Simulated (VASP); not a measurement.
# Cu (I4/mmm) in VASP: further runs

Runs on Cu. Level: LDA. Tasks: single point.

Program: VASP 6.6.1. These are calculated values, not measurements. Logs are shortened: lines on timing, memory, paths and dates and some standing lists are left out, and cuts for length are marked.

## (1) The cell of the first run

Symmetry: I4/mmm, No. 139, tetragonal system. Conventional cell: a = 2.886 Å, b = 2.886 Å, c = 2.752 Å, α = 90.00°, β = 90.00°, γ = 90.00°. Cu (site symmetry 4/mmm) has 14 Cu at 2.46 to 2.89 Å within 3.2 Å.

## (2) Single point, LDA

INCAR reads:

```
ALGO = Normal
EDIFF = 1E-6
ENCUT = 600
GGA = CA
GGA_COMPAT = F
ISIF = 2
ISMEAR = -1
LASPH = T
LCHARG = F
LREAL = F
LWAVE = F
NBANDS = 12
NELM = 120
PREC = Accurate
SIGMA = 0.05
```

KPOINTS reads:

```
k-points
0
Gamma
  14 14 14
```

POSCAR reads:

```
Cu
1.0
   -1.4427933200      1.4427933200      1.3760814500
    1.4427933200     -1.4427933200      1.3760814500
    1.4427933200      1.4427933200     -1.3760814500
Cu
1
Direct
    0.0000000000      0.0000000000      0.0000000000
```

Potentials or basis: VASP PAW LDA potentials, release 64 (Cu).

On the command line:

```
$ cat potpaw_LDA.64/Cu/POTCAR > POTCAR
$ mpirun -np 1 vasp_std > vasp.out
```

OUTCAR:

```text
EDIFF = 1E-6
   ENCUT = 600
   GGA = CA
   ISIF = 2
   ISMEAR = -1
   LASPH = T
   LREAL = F
   NELM = 120
   PREC = Accurate

 ion  position               nearest neighbor table
   1  0.000  0.000  0.000-

  LATTYP: Found a body centered tetragonal cell.
 ALAT       =     2.8855866400
 C/A-ratio  =     0.9537620052

  Lattice vectors:

 A1 = (  -1.4427933200,   1.4427933200,   1.3760814500)
 A2 = (   1.4427933200,  -1.4427933200,   1.3760814500)
 A3 = (   1.4427933200,   1.4427933200,  -1.3760814500)

Analysis of symmetry for initial positions (statically):
=====================================================================
 Subroutine PRICEL returns:
 Original cell was already a primitive cell.

 Routine SETGRP: Setting up the symmetry group for a
 body centered tetragonal supercell.

 Subroutine GETGRP returns: Found 16 space group operations
 (whereof 16 operations were pure point group operations)
 out of a pool of 16 trial point group operations.

The static configuration has the point symmetry D_4h.

Analysis of symmetry for dynamics (positions and initial velocities):
=====================================================================
 Subroutine PRICEL returns:
 Original cell was already a primitive cell.

 Routine SETGRP: Setting up the symmetry group for a
 body centered tetragonal supercell.

 Subroutine GETGRP returns: Found 16 space group operations
 (whereof 16 operations were pure point group operations)
 out of a pool of 16 trial point group operations.

The dynamic configuration has the point symmetry D_4h.

 Subroutine INISYM returns: Found 16 space group operations
 (whereof 16 operations are pure point group operations),
 and found     1 'primitive' translations

----------------------------------------------------------------------------------------

                                     Primitive cell

  volume of cell :      11.4581

  direct lattice vectors                    reciprocal lattice vectors
    -1.442793320  1.442793320  1.376081450     0.000000000  0.346549983  0.363350585
     1.442793320 -1.442793320  1.376081450     0.346549983  0.000000000  0.363350585
     1.442793320  1.442793320 -1.376081450     0.346549983  0.346549983  0.000000000

  length of vectors
     2.461078074  2.461078074  2.461078074     0.502116060  0.502116060  0.490095685

  position of ions in fractional coordinates (direct lattice)
     0.000000000  0.000000000  0.000000000

  ion indices of the primitive-cell ions
   primitive index   ion index
                 1           1

----------------------------------------------------------------------------------------

 KPOINTS: k-points

Automatic generation of k-mesh.
 Grid dimensions read from file:
 generate k-points for:   14   14   14

 Generating k-lattice:

  Cartesian coordinates                     Fractional coordinates (reciprocal lattice)
     0.000000000  0.024753570  0.025953613     0.071428571 -0.000000000  0.000000000
     0.024753570  0.000000000  0.025953613    -0.000000000  0.071428571  0.000000000
     0.024753570  0.024753570  0.000000000     0.000000000  0.000000000  0.071428571

  Length of vectors
     0.035865433  0.035865433  0.035006835

  Shift w.r.t. Gamma in fractional coordinates (k-lattice)
     0.000000000  0.000000000  0.000000000

 Subroutine IBZKPT returns following result:
 ===========================================

 Found    244 irreducible k-points:

 Following reciprocal coordinates:
            Coordinates               Weight
  0.000000  0.000000  0.000000      1.000000
  0.071429  0.000000 -0.000000      8.000000
  0.142857  0.000000 -0.000000      8.000000
  0.214286  0.000000 -0.000000      8.000000
  0.285714  0.000000  0.000000      8.000000
  0.357143  0.000000 -0.000000      8.000000
[... 16 lines left out ...]
  0.214286  0.142857 -0.000000     16.000000
  0.285714  0.142857 -0.000000     16.000000
 [... further k-points ...]
   k-points           NKPTS =    244   k-points in BZ     NKDIM =    244   number of bands    NBANDS=     12
   number of dos      NEDOS =    301   number of ions     NIONS =      1
   total plane-waves  NPLWV =   8000
   dimension x,y,z NGX =    20 NGY =   20 NGZ =   20
   dimension x,y,z NGXF=    40 NGYF=   40 NGZF=   40
   ions per type =               1
   NGX,Y,Z   is equivalent  to a cutoff of  13.51, 13.51, 13.51 a.u.
   NGXF,Y,Z  is equivalent  to a cutoff of  27.02, 27.02, 27.02 a.u.
 SYSTEM =  unknown system
   PREC   = accura    normal or accurate (medium, high low for compatibility)
   ISTART =      0    job   : 0-new  1-cont  2-samecut
   ICHARG =      2    charge: 1-file 2-atom 10-const
   ISPIN  =      1    spin polarized calculation?
   LNONCOLLINEAR =      F non collinear calculations
   LSORBIT =      F    spin-orbit coupling
   LASPH  =      T    aspherical Exc in radial PAW
   ENCUT  =  600.0 eV  44.10 Ry    6.64 a.u.   4.92  4.92  4.92*2*pi/ulx,y,z
   NELM   =    120;   NELMIN=  2; NELMDL= -5     # of ELM steps
   EDIFF  = 0.1E-05   stopping-criterion for ELM
   LREAL  =      F    real-space projection
   EDIFFG = 0.1E-04   stopping-criterion for IOM
   NSW    =      0    number of steps for IOM
   IBRION =     -1    ionic relax: 0-MD 1-quasi-New 2-CG
   NFREE  =      0    steps in history (QN), initial steepest desc. (CG)
   ISIF   =      2    stress and relaxation
   ISYM   =      2    0-nonsym 1-usesym 2-fastsym
   POTIM  = 0.5000    time-step for ionic-motion
   TEBEG  =    0.0;   TEEND  =   0.0 temperature during run
   PSTRESS=    0.0 pullay stress
   NELECT =      11.0000    total number of electrons
   NUPDOWN=      -1.0000    fix difference up-down
   EMIN   =  10.00;   EMAX   =-10.00  energy-range for DOS
   EFERMI =   0.00;   METHOD = LEGACY
   ISMEAR =    -1;   SIGMA  =   0.05  broadening in eV -4-tet -1-fermi 0-gaus
   EFERMI_NEDOS =   21; number of points for ismear=-14 and -15
   IALGO  =     38    algorithm
   IMIX   =      4    mixing-type and parameters
     AMIX     =   0.40;   BMIX     =  1.00
     AMIX_MAG =   1.60;   BMIX_MAG =  1.00
  volume/ion in A,a.u.               =      11.46        77.32
  Fermi-wavevector in a.u.,A,eV,Ry     =   1.614984  3.051878 35.486359  2.608174
  Thomas-Fermi vector in A             =   2.709805
   LORBIT       =      0    0 simple, 1 ext, 2 COOP (PROOUT), +10 PAW based schemes
   GGA     = CA    functional components
   LHFCALC =     F    Hartree Fock is set to
   AEXX    =    0.0000 exact exchange contribution
   IVDW    =     0    specifies the selected vdW correction
   LEPSILON=     F    determine dielectric tensor
   LRPA    =     F    only Hartree local field effects (RPA)
 non-spin polarized calculation
  energy-cutoff  :      600.00
  volume of cell :       11.46
 maximum number of plane-waves:       400
   NGX =  9   NGY =  9   NGZ =  9

 number of electron      11.0000000 magnetization

 Free energy of the ion-electron system (eV)
  ---------------------------------------------------
  ext. energy  EPLUGINS =         0.00000000
  ---------------------------------------------------
  free energy    TOTEN  =        -4.65260099 eV

  energy without entropy =       -4.64832809  energy(sigma->0) =       -4.65046454

 E-fermi :   7.7305     XC(G=0): -13.2824

 val. band max:        7.7283581362   @ k =   0.2143   0.1429   0.1429
 cond. band min:       7.7429181087   @ k =   0.5000   0.1429   0.0714
 fundamental gap:      0.0145599725
 Fermi energy:         7.7304818675

 k-point     1 :       0.0000    0.0000    0.0000
  band No.  band energies     occupation
      1      -1.8514      2.00000
      2       4.3429      2.00000
      3       4.5393      2.00000
      4       4.5393      2.00000
      5       5.4286      2.00000
      6       5.6420      2.00000
      7      32.6571      0.00000
      8      32.6571      0.00000
      9      33.9140      0.00000
     10      36.4406      0.00000
     11      36.4406      0.00000
     12      36.7354      0.00000

 k-point     2 :       0.0714    0.0000   -0.0000
  band No.  band energies     occupation
      1      -1.6472      2.00000
      2       4.3500      2.00000
      3       4.5340      2.00000
      4       4.5711      2.00000
      5       5.4288      2.00000
      6       5.6128      2.00000
      7      31.3295      0.00000
      8      32.1250      0.00000
      9      32.4929      0.00000
     10      34.4317      0.00000
     11      35.0185      0.00000
     12      35.7574      0.00000

 k-point     3 :       0.1429    0.0000   -0.0000
  band No.  band energies     occupation
      1      -1.0471      2.00000
      2       4.2739      2.00000
      3       4.5049      2.00000
      4       4.7629      2.00000
      5       5.4265      2.00000
      6       5.5626      2.00000
      7      27.7005      0.00000
      8      30.5658      0.00000
      9      31.0108      0.00000
     10      32.2335      0.00000
     11      33.8703      0.00000
     12      36.0703      0.00000
[... 286 lines left out ...]
 k-point    23 :       0.2143    0.1429   -0.0000
  band No.  band energies     occupation
      1       1.5667      2.00000
      2       3.9903      2.00000
      3       4.1755      2.00000
      4       5.3549      2.00000
      5       5.7212      2.00000
      6       5.9572      2.00000
      7      20.3012      0.00000
      8      22.6142      0.00000
      9      26.5931      0.00000
     10      32.2356      0.00000
     11      35.2462      0.00000
     12      37.2867      0.00000

 k-point    24 :       0.2857    0.1429   -0.0000
  band No.  band energies     occupation
      1       2.4395      2.00000
      2       3.8328      2.00000
      3       4.4109      2.00000
      4       5.4054      2.00000
      5       5.8090      2.00000
      6       6.7422      2.00000
      7      16.8926      0.00000
      8      21.4684      0.00000
      9      25.6142      0.00000
     10      31.7587      0.00000
     11      35.9242      0.00000
     12      37.5517      0.00000

 [... further k-points ...]
[... 5 lines left out ...]
  --------------------------------------------------------------------------------------
  -------------------------------------------------------------------------------------
  Total       -0.4794442     -0.4794442     -0.5301697      0.0000000     -0.0000000     -0.0000000
  in kB      -67.0403524    -67.0403524    -74.1332609      0.0000000     -0.0000000     -0.0000000
  external PRESSURE =     -69.4046552 kB  Pullay stress =       0.0000000 kB

 VOLUME and BASIS-vectors are now :
 -----------------------------------------------------------------------------
  energy-cutoff  :      600.00
  volume of cell :       11.46
      direct lattice vectors                 reciprocal lattice vectors
    -1.442793320  1.442793320  1.376081450     0.000000000  0.346549983  0.363350585
     1.442793320 -1.442793320  1.376081450     0.346549983  0.000000000  0.363350585
     1.442793320  1.442793320 -1.376081450     0.346549983  0.346549983  0.000000000

 POSITION                                       TOTAL-FORCE (eV/Angst)
 -----------------------------------------------------------------------------------
      0.00000      0.00000      0.00000         0.000000     -0.000000     -0.000000
 -----------------------------------------------------------------------------------
    total drift:                                0.000000     -0.000000      0.000000

  FREE ENERGIE OF THE ION-ELECTRON SYSTEM (eV)
  ---------------------------------------------------
  free  energy   TOTEN  =        -4.6526009921 eV

  energy  without entropy=       -4.6483280877  energy(sigma->0) =       -4.65046454
```

Wall time 24 s (1 thread of Intel Xeon 8259CL, shared host); peak memory 0.15 GiB.

What came out:

```yaml
Free_energy: -4.6526 eV
Pressure: -6.9 GPa
Band_gap_on_the_k_mesh: zero (an odd number of electrons rules out a gap without spin polarisation)
```

Stress tensor (GPa, compression positive):
```
-6.70  0.00  0.00
 0.00 -6.70  0.00
 0.00  0.00 -7.41
```

Caveat: the cell stands under tension.

## (3) Single point, LDA

INCAR reads:

```
SYSTEM = Cu
ALGO = Normal
EDIFF = 1E-6
ENCUT = 600
GGA = CA
GGA_COMPAT = .FALSE.
ISIF = 2
ISMEAR = -1
LASPH = .TRUE.
LCHARG = .FALSE.
LREAL = .FALSE.
LWAVE = .FALSE.
NBANDS = 12
NELM = 120
PREC = Accurate
SIGMA = 0.05
```

KPOINTS reads:

```
k-points
0
G
  14 14 14
  0 0 0
```

POSCAR is that of step 2.

Potentials or basis: VASP PAW LDA potentials, release 64 (Cu).

On the command line:

```
$ cat potpaw_LDA.64/Cu/POTCAR > POTCAR
$ mpirun -np 1 vasp_std > vasp.out
```

OUTCAR:

```text
SYSTEM = Cu
   EDIFF = 1E-6
   ENCUT = 600
   GGA = CA
   ISIF = 2
   ISMEAR = -1
   LASPH = .TRUE.
   LREAL = .FALSE.
   NELM = 120
   PREC = Accurate

 ion  position               nearest neighbor table
   1  0.000  0.000  0.000-

  LATTYP: Found a body centered tetragonal cell.
 ALAT       =     2.8855866400
 C/A-ratio  =     0.9537620052

  Lattice vectors:

 A1 = (  -1.4427933200,   1.4427933200,   1.3760814500)
 A2 = (   1.4427933200,  -1.4427933200,   1.3760814500)
 A3 = (   1.4427933200,   1.4427933200,  -1.3760814500)

[... 529 lines left out ...]
      5       5.8090      2.00000
      6       6.7422      2.00000
      7      16.8926      0.00000
      8      21.4684      0.00000
      9      25.6142      0.00000
     10      31.7587      0.00000
     11      35.9242      0.00000
     12      37.5517      0.00000

 [... further k-points ...]
[... 5 lines left out ...]
  --------------------------------------------------------------------------------------
  -------------------------------------------------------------------------------------
  Total       -0.4794442     -0.4794442     -0.5301697      0.0000000     -0.0000000     -0.0000000
  in kB      -67.0403524    -67.0403524    -74.1332609      0.0000000     -0.0000000     -0.0000000
  external PRESSURE =     -69.4046552 kB  Pullay stress =       0.0000000 kB

 VOLUME and BASIS-vectors are now :
 -----------------------------------------------------------------------------
  energy-cutoff  :      600.00
  volume of cell :       11.46
      direct lattice vectors                 reciprocal lattice vectors
    -1.442793320  1.442793320  1.376081450     0.000000000  0.346549983  0.363350585
     1.442793320 -1.442793320  1.376081450     0.346549983  0.000000000  0.363350585
     1.442793320  1.442793320 -1.376081450     0.346549983  0.346549983  0.000000000

 POSITION                                       TOTAL-FORCE (eV/Angst)
 -----------------------------------------------------------------------------------
      0.00000      0.00000      0.00000         0.000000     -0.000000     -0.000000
 -----------------------------------------------------------------------------------
    total drift:                                0.000000     -0.000000      0.000000

  FREE ENERGIE OF THE ION-ELECTRON SYSTEM (eV)
  ---------------------------------------------------
  free  energy   TOTEN  =        -4.6526009921 eV

  energy  without entropy=       -4.6483280877  energy(sigma->0) =       -4.65046454
```

stdout:

```text
POSCAR found type information on POSCAR Cu
 POSCAR found :  1 types and       1 ions
 scaLAPACK will be used
 LDA part: xc-table for (Slater(with rela. corr.)+CA(PZ))
 , standard interpolation
 POSCAR, INCAR and KPOINTS ok, starting setup
 FFT: planning ... GRIDC
 FFT: planning ... GRID_SOFT
 FFT: planning ... GRID
 WAVECAR not read
 entering main loop
```

Wall time 24 s (1 thread of Intel Xeon 8259CL, shared host); peak memory 0.15 GiB.

Results:

```yaml
Free_energy: -4.6526 eV
Pressure: -6.9 GPa
Band_gap_on_the_k_mesh: zero (an odd number of electrons rules out a gap without spin polarisation)
```

Caveat: the cell stands under tension.

## (4) Single point, LDA, collinear spin, zero start

INCAR reads:

```
ALGO = Normal
EDIFF = 1E-6
ENCUT = 600
GGA = CA
GGA_COMPAT = False
ISIF = 2
ISMEAR = -1
ISPIN = 2
LASPH = True
LCHARG = True
LELF = True
LMAXMIX = 4
LORBIT = 11
LREAL = False
LVHAR = True
LWAVE = False
MAGMOM = 0
NBANDS = 16
NELM = 200
NUPDOWN = 0.0
PREC = Accurate
SIGMA = 0.05
```

KPOINTS reads:

```
k-points
0
Gamma
  14 14 14
```

POSCAR is that of step 3.

On the command line:

```
$ cat potpaw_LDA.64/Cu/POTCAR > POTCAR
$ mpirun -np 1 vasp_std > vasp.out
```

Wall time 83 s (1 thread of Intel Xeon 8259CL, shared host); peak memory 0.19 GiB.

The run converged. Its results:

| Quantity | Value |
| --- | --- |
| Free energy | -4.6526 eV |
| Pressure | -6.9 GPa |
| Net moment | 0.00 μB per cell |
| Valence electrons inside the program's atomic spheres | Cu 10.05 |

Stress tensor (GPa, compression positive):
```
-6.71  0.00  0.00
 0.00 -6.71  0.00
 0.00  0.00 -7.42
```

Caveat: the cell stands under tension; the total moment is fixed, so each spin has its own Fermi level.

## (5) Single point, LDA, collinear spin

INCAR reads:

```
PREC = Accurate
ENCUT = 600
EDIFF = 1E-6
ISMEAR = -1
SIGMA = 0.05
LREAL = F
LASPH = T
NELM = 200
ALGO = Normal
ISIF = 2
LWAVE = F
LCHARG = F
ISPIN = 2
MAGMOM = 0.7
LORBIT = 11
LMAXMIX = 4
NBANDS = 16
GGA_COMPAT = F
```

KPOINTS reads:

```
Automatic mesh
0
Gamma
  14 14 14
```

POSCAR is that of step 4.

On the command line:

```
$ cat potpaw_LDA.64/Cu/POTCAR > POTCAR
$ mpirun -np 1 vasp_std > vasp.out
```

It took 1.9 min on 1 thread of Intel Xeon 8259CL, shared host; peak memory 0.18 GiB.

The run converged. Its results:

```yaml
Free_energy: -4.6526 eV
Pressure: -6.9 GPa
Net_moment: 0.00 μB per cell
Valence_electrons_inside_the_program's_atomic_spheres: Cu 10.05
```

Stress tensor (GPa, compression positive):
```
-6.71  0.00  0.00
 0.00 -6.71  0.00
 0.00  0.00 -7.42
```

Levels at points of the mesh, in eV from the Fermi level:
Spin up:
```csv
k point,band 4,band 5,band 6,band 7,band 8,band 9
"(0.00, 0.00, 0.00)",-3.19,-2.30,-2.09,24.93,24.93,26.18
"(0.50, 0.00, 0.00)",-1.99,-1.42,-0.52,4.66,17.33,17.35
"(0.50, 0.50, 0.00)",-2.12,-1.45,-0.89,4.13,18.62,18.74
"(0.50, 0.50, 0.50)",-1.62,-1.57,7.67,7.67,9.51,13.46
```
Spin down:
| k point | band 4 | band 5 | band 6 | band 7 | band 8 | band 9 |
| --- | --- | --- | --- | --- | --- | --- |
| (0.00, 0.00, 0.00) | -3.19 | -2.30 | -2.09 | 24.93 | 24.93 | 26.18 |
| (0.50, 0.00, 0.00) | -1.99 | -1.42 | -0.52 | 4.66 | 17.33 | 17.35 |
| (0.50, 0.50, 0.00) | -2.12 | -1.45 | -0.89 | 4.13 | 18.62 | 18.74 |
| (0.50, 0.50, 0.50) | -1.62 | -1.57 | 7.67 | 7.67 | 9.51 | 13.46 |

Caveat: the cell stands under tension.

## (6) Summary

```csv
spin,fixed moment (μB),gap on the mesh (eV),pressure (GPa),moment (μB)
off,-,none,-6.9,-
"collinear, zero start",0.0,-,-6.9,0.00
collinear,-,none,-6.9,0.00
```

Alike in all rows: task single point; level LDA; potentials or basis VASP PAW LDA potentials, release 64 (Cu); cell as given; k mesh 14 × 14 × 14; cutoff (eV) 600; smearing fermi-dirac 0.05 eV.

Caveats: the cell stands under tension; the total moment is fixed, so each spin has its own Fermi level (at least some runs).

Total energies depend on the potentials used, so only differences within one code and one set of settings carry meaning.
